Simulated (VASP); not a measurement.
# Mn (P6_3/mmc) in VASP: single point with r2SCAN

Aim: the single point of Mn with r2SCAN.

Everything below comes from runs of VASP 6.6.1. Logs are shortened: lines on timing, memory, paths and dates and some standing lists are left out, and cuts for length are marked.

## 1. The cell of the first run

The structure is hexagonal, space group P6_3/mmc (No. 194). Conventional cell: a = 2.800 Å, b = 2.800 Å, c = 9.056 Å, α = 90.00°, β = 90.00°, γ = 120.00°. Within 3.7 Å of Mn (site symmetry -3m) lie 12 Mn at 2.78 to 2.80 Å. Mn (site symmetry -6m2) has 12 Mn at 2.78 to 2.80 Å within 3.7 Å.

This isn't the form of Mn at room conditions, which is a 58-atom cubic cell.

## 2. Single point, r2SCAN, collinear spin, ferromagnetic start

The input, POSCAR:

```
Mn
1.0
    2.8000818299      0.0000000000      0.0000000000
   -1.4000409149      2.4249419974      0.0000000000
    0.0000000000      0.0000000000      9.0558089837
Mn
4
Direct
    0.0000000000      1.0000000000      1.0000000000
    0.0000000000      1.0000000000      0.5000000000
    0.3333333333      0.6666666667      0.2500000000
    0.6666666667      0.3333333333      0.7500000000
```

The input, INCAR.step1:

```
PREC = Accurate ; ENCUT = 520
ISMEAR = -1 ; SIGMA = 0.05
LREAL = False ; LASPH = True
NELM = 150 ; ISPIN = 2
MAGMOM = 3 3 3 3 ; LMAXMIX = 4
NBANDS = 38 ; GGA = PE
ALGO = Normal ; EDIFF = 1E-4
LWAVE = True ; LCHARG = False
```

The input, INCAR.step2:

```
PREC = Accurate ; ENCUT = 520
EDIFF = 1E-6 ; ISMEAR = -1
SIGMA = 0.05 ; LREAL = False
LASPH = True ; NELM = 150
ALGO = Normal ; ISIF = 2
LWAVE = False ; LCHARG = False
ISPIN = 2 ; MAGMOM = 3 3 3 3
LORBIT = 11 ; LMAXMIX = 4
METAGGA = R2SCAN ; LMIXTAU = True
NBANDS = 38 ; ISTART = 1
```

The input, KPOINTS:

```
Automatic mesh
0
Gamma
  14 14 4
```

Potentials or basis: VASP PAW PBE potentials, release 64 (Mn_pv).

Started as:

```
$ cat potpaw_PBE.64/Mn_pv/POTCAR > POTCAR
$ cp INCAR.step1 INCAR
$ mpirun -np 1 vasp_std > vasp.out
$ cp INCAR.step2 INCAR
$ mpirun -np 1 vasp_std > vasp.out
```

OUTCAR:

```text
PREC = Accurate
   ENCUT = 520
   EDIFF = 1E-6
   ISMEAR = -1
   LREAL = False
   LASPH = True
   NELM = 150
   ISIF = 2
   ISPIN = 2
   LORBIT = 11
   METAGGA = R2SCAN
   ISTART = 1

 ion  position               nearest neighbor table
   1  0.000  0.000  0.000-   3 2.78   4 2.78   4 2.78   3 2.78   4 2.78   3 2.78
   2  0.000  0.000  0.500-   3 2.78   4 2.78   4 2.78   3 2.78   4 2.78   3 2.78
   3  0.333  0.667  0.250-   1 2.78   2 2.78   1 2.78   2 2.78   1 2.78   2 2.78
   4  0.667  0.333  0.750-   1 2.78   2 2.78   1 2.78   2 2.78   1 2.78   2 2.78

  LATTYP: Found a hexagonal cell.
 ALAT       =     2.8000818299
 C/A-ratio  =     3.2341229771

  Lattice vectors:

 A1 = (   2.8000818299,   0.0000000000,   0.0000000000)
 A2 = (  -1.4000409149,   2.4249419974,   0.0000000000)
 A3 = (   0.0000000000,   0.0000000000,   9.0558089837)

Analysis of symmetry for initial positions (statically):
=====================================================================
 Subroutine PRICEL returns:
 Original cell was already a primitive cell.

 Routine SETGRP: Setting up the symmetry group for a
 hexagonal supercell.

 Subroutine GETGRP returns: Found 24 space group operations
 (whereof 12 operations were pure point group operations)
 out of a pool of 24 trial point group operations.

The static configuration has the point symmetry D_3d.
 The point group associated with its full space group is D_6h.

Analysis of symmetry for dynamics (positions and initial velocities):
=====================================================================
 Subroutine PRICEL returns:
 Original cell was already a primitive cell.

 Routine SETGRP: Setting up the symmetry group for a
 hexagonal supercell.

 Subroutine GETGRP returns: Found 24 space group operations
 (whereof 12 operations were pure point group operations)
 out of a pool of 24 trial point group operations.

The dynamic configuration has the point symmetry D_3d.
 The point group associated with its full space group is D_6h.

Analysis of structural, dynamic, and magnetic symmetry:
=====================================================================
 Subroutine PRICEL returns:
 Original cell was already a primitive cell.

 Routine SETGRP: Setting up the symmetry group for a
 hexagonal supercell.

 Subroutine GETGRP returns: Found 24 space group operations
 (whereof 12 operations were pure point group operations)
[... 131 lines left out ...]
   LORBIT       =     11    0 simple, 1 ext, 2 COOP (PROOUT), +10 PAW based schemes
   METAGGA = R2SCAN    functional components
   LHFCALC =     F    Hartree Fock is set to
   AEXX    =    0.0000 exact exchange contribution
   IVDW    =     0    specifies the selected vdW correction
   LEPSILON=     F    determine dielectric tensor
   LRPA    =     F    only Hartree local field effects (RPA)
 spin polarized calculation
  energy-cutoff  :      520.00
  volume of cell :       61.49
 maximum number of plane-waves:      1674
 NGX is ok and might be reduce to    24
   NGX = 11   NGY = 11   NGZ = 33

 number of electron      51.9999971 magnetization      15.1542272

 Free energy of the ion-electron system (eV)
  ---------------------------------------------------
  ext. energy  EPLUGINS =         0.00000000
  ---------------------------------------------------
  free energy    TOTEN  =       -58.43645899 eV

  energy without entropy =      -58.41284925  energy(sigma->0) =      -58.42465412

 E-fermi :   6.8810     XC(G=0): -12.9059

 val. band max:        6.8774539314   @ k =   0.1429   0.0714   0.5000
 cond. band min:       6.8833379453   @ k =   0.2143   0.2143   0.2500
 fundamental gap:      0.0058840138
 Fermi energy:         6.8809744180

 spin component 1

 k-point     1 :       0.0000    0.0000    0.0000
  band No.  band energies     occupation
      1     -44.9750      1.00000
      2     -44.8768      1.00000
      3     -44.8461      1.00000
      4     -44.7897      1.00000
      5     -44.7896      1.00000
      6     -44.7859      1.00000
[... 973 lines left out ...]
     37      11.6057      0.00000
     38      12.1926      0.00000

 [... further k-points ...]

 spin component 2

 k-point     1 :       0.0000    0.0000    0.0000
  band No.  band energies     occupation
      1     -39.7205      1.00000
      2     -39.5861      1.00000
      3     -39.5693      1.00000
      4     -39.4768      1.00000
      5     -39.4766      1.00000
      6     -39.4682      1.00000
[... 973 lines left out ...]
     37      14.1421      0.00000
     38      14.9434      0.00000

 [... further k-points ...]

------------------------ aborting loop because EDIFF is reached ----------------------------------------

  FORCE on cell =-STRESS in cart. coord.  units (eV):
  Direction    XX          YY          ZZ          XY          YZ          ZX
  --------------------------------------------------------------------------------------
  -------------------------------------------------------------------------------------
  Total        0.0323509      0.0323509     -0.0283938      0.0000000      0.0000000      0.0000000
  in kB        0.8429425      0.8429425     -0.7398346      0.0000000      0.0000000      0.0000000
  external PRESSURE =       0.3153501 kB  Pullay stress =       0.0000000 kB

 VOLUME and BASIS-vectors are now :
 -----------------------------------------------------------------------------
  energy-cutoff  :      520.00
  volume of cell :       61.49
      direct lattice vectors                 reciprocal lattice vectors
     2.800081830  0.000000000  0.000000000     0.357132420  0.206190499  0.000000000
    -1.400040915  2.424941997  0.000000000     0.000000000  0.412380998  0.000000000
     0.000000000  0.000000000  9.055808984     0.000000000  0.000000000  0.110426357

 POSITION                                       TOTAL-FORCE (eV/Angst)
 -----------------------------------------------------------------------------------
      0.00000      0.00000      0.00000         0.000000      0.000000      0.000000
      0.00000      0.00000      4.52790         0.000000      0.000000      0.000000
     -0.00000      1.61663      2.26395         0.000000     -0.000000     -0.000000
      1.40004      0.80831      6.79186        -0.000000      0.000000      0.000000
 -----------------------------------------------------------------------------------
    total drift:                               -0.000000      0.000000      0.000000

  FREE ENERGIE OF THE ION-ELECTRON SYSTEM (eV)
  ---------------------------------------------------
  free  energy   TOTEN  =       -58.4364589939 eV

  energy  without entropy=      -58.4128492545  energy(sigma->0) =      -58.42465412

 total charge

# of ion       s       p       d       tot
------------------------------------------
    1        0.353   6.233   4.944  11.529
    2        0.353   6.233   4.944  11.529
    3        0.354   6.232   4.945  11.532
    4        0.354   6.232   4.945  11.532
--------------------------------------------------
tot          1.414  24.931  19.777  46.122

 magnetization (x)

# of ion       s       p       d       tot
------------------------------------------
    1       -0.012  -0.016   3.772   3.744
    2       -0.012  -0.016   3.772   3.744
    3       -0.015  -0.017   3.763   3.731
    4       -0.015  -0.017   3.763   3.731
--------------------------------------------------
tot         -0.055  -0.065  15.071  14.950
```

OUTCAR.step1:

```text
PREC = Accurate
   ENCUT = 520
   ISMEAR = -1
   LREAL = False
   LASPH = True
   NELM = 150
[... 2220 lines left out ...]
      0.00000      0.00000      4.52790        -0.000000      0.000000     -0.000000
     -0.00000      1.61663      2.26395         0.000000     -0.000000      0.000000
      1.40004      0.80831      6.79186         0.000000      0.000000      0.000000
 -----------------------------------------------------------------------------------
    total drift:                               -0.000000      0.000000      0.000000

  FREE ENERGIE OF THE ION-ELECTRON SYSTEM (eV)
  ---------------------------------------------------
  free  energy   TOTEN  =       -33.6106094114 eV

  energy  without entropy=      -33.5711396325  energy(sigma->0) =      -33.59087452
```

Run time: 9.2 min. Hardware: 1 thread of Intel Xeon 6975P-C (Granite Rapids), shared host; peak memory 0.38 GiB.

What came out:

| Property | Result |
| --- | --- |
| Free energy | -58.4365 eV |
| Pressure | 0.0 GPa |
| Net moment | 15.15 μB per cell |
| Site moments | Mn +3.74, +3.73 (each value once) μB |
| Valence electrons inside the program's atomic spheres | Mn 11.53 |

Stress tensor (GPa, compression positive):
```
 0.08  0.00  0.00
 0.00  0.08  0.00
 0.00  0.00 -0.07
```

Levels at points of the mesh, in eV from the Fermi level:
Spin up:
| k point | band 30 | band 31 | band 32 | band 33 | band 34 | band 35 | band 36 | band 37 | band 38 |
| --- | --- | --- | --- | --- | --- | --- | --- | --- | --- |
| (0.00, 0.00, 0.00) | -1.71 | -1.71 | -1.49 | -1.49 | -1.14 | -1.14 | -0.47 | 4.48 | 11.86 |
| (0.50, 0.00, 0.00) | -0.97 | -0.95 | -0.92 | -0.13 | 0.64 | 1.52 | 1.96 | 4.96 | 5.01 |
| (0.00, 0.00, 0.50) | -1.85 | -1.85 | -1.85 | -1.29 | -1.29 | -1.29 | -1.29 | 7.13 | 7.13 |
| (0.50, 0.00, 0.50) | -1.09 | -0.95 | -0.95 | 0.57 | 0.57 | 1.75 | 1.75 | 5.29 | 5.29 |
Spin down:
| k point | band 15 | band 16 | band 17 | band 18 | band 19 | band 20 | band 21 | band 22 |
| --- | --- | --- | --- | --- | --- | --- | --- | --- |
| (0.00, 0.00, 0.00) | -5.70 | -2.20 | -0.43 | 0.99 | 1.01 | 1.84 | 1.84 | 1.88 |
| (0.50, 0.00, 0.00) | -1.83 | -1.74 | -0.76 | -0.63 | -0.38 | -0.30 | 1.08 | 1.42 |
| (0.00, 0.00, 0.50) | -3.63 | -3.63 | 0.19 | 0.19 | 1.70 | 1.70 | 1.94 | 1.94 |
| (0.50, 0.00, 0.50) | -1.78 | -1.78 | -0.61 | -0.61 | -0.46 | -0.46 | 1.37 | 1.37 |

Caveat: the PAW data sets were made with another functional, which shifts forces and pressure a little.
